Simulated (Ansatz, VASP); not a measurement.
**BeI: VASP beside Ansatz**

INCAR

```
SYSTEM = BeI
  ALGO = Normal
  EDIFF = 1E-6
  EDIFFG = -0.01
  ENCUT = 600
  GGA = PE
  IBRION = 2
  ISIF = 3
  ISMEAR = 0
  LASPH = .TRUE.
  LCHARG = .FALSE.
  LREAL = .FALSE.
  LWAVE = .FALSE.
  NELM = 80
  NSW = 100
  PREC = Accurate
  SIGMA = 0.1
```

Contents of KPOINTS:

```
k-points
0
G
  16 16 16
  0 0 0
```

POSCAR

```
BeI
1.0
    3.7187744528      0.0000000000      0.0000000000
    0.0000000000      3.7187744528      0.0000000000
    0.0000000000      0.0000000000      3.7187744528
Be I
1 1
Direct
    0.0000000000      0.0000000000      0.0000000000
    0.5000000000      0.5000000000      0.5000000000
```

Input for Ansatz:

```yaml
crystal:
  lattice:
    - [3.7187744528, 0.0, 0.0]
    - [0.0, 3.7187744528, 0.0]
    - [0.0, 0.0, 3.7187744528]
  atoms:
    - { symbol: Be, position: [0.0, 0.0, 0.0] }
    - { symbol: I, position: [0.5, 0.5, 0.5] }
basis:
  ecutwfc: 420
kpoints:
  mp_grid: { grid: [16, 16, 16] }
hamiltonian:
  xc: pbe
scf:
  occupations: { method: gaussian, width: 0.1 }
output:
  forces: true
  stress: true
  eigenvalues: true
relax:
  adjacent_minimum: "off"
  f_tol: 0.01
  max_steps: 80
  cell: { stress_tol: 0.05 }
```

Alike in both runs: task relaxation of cell and atoms; functional PBE; k mesh 16 × 16 × 16; occupations gaussian, width 0.1 eV; no spin polarisation.

|  | VASP | Ansatz |
| --- | --- | --- |
| version | VASP 6.6.1 | Ansatz 0.2.0 |
| potentials or method | VASP PAW PBE potentials, release 64 (Be, I), cutoff 600 eV | scalar-relativistic, plane waves, PAW |
| valence electrons in the cell | 9 | 19 |

Ansatz gave:

```
gap on the k mesh at the Fermi level, each at its own relaxed structure (eV) : none
relaxed volume (Å³/atom)                                                     : 22.05
relaxed length of the cell vector where the two differ most in proportion (Å)              : 3.533
```

Problem. What did VASP give for the same quantities?

Solution. gap on the k mesh at the Fermi level, each at its own relaxed structure (eV): none; relaxed volume (Å³/atom): 22.00; relaxed length of the cell vector where the two differ most in proportion (Å): 3.530.

A gap of «none» marks a metal or a gap that the smearing closes. VASP's potentials hold 9 valence electrons a cell and Ansatz's 19, so a difference there can come from the potentials and not from the codes.

Spin-orbit coupling is off throughout.
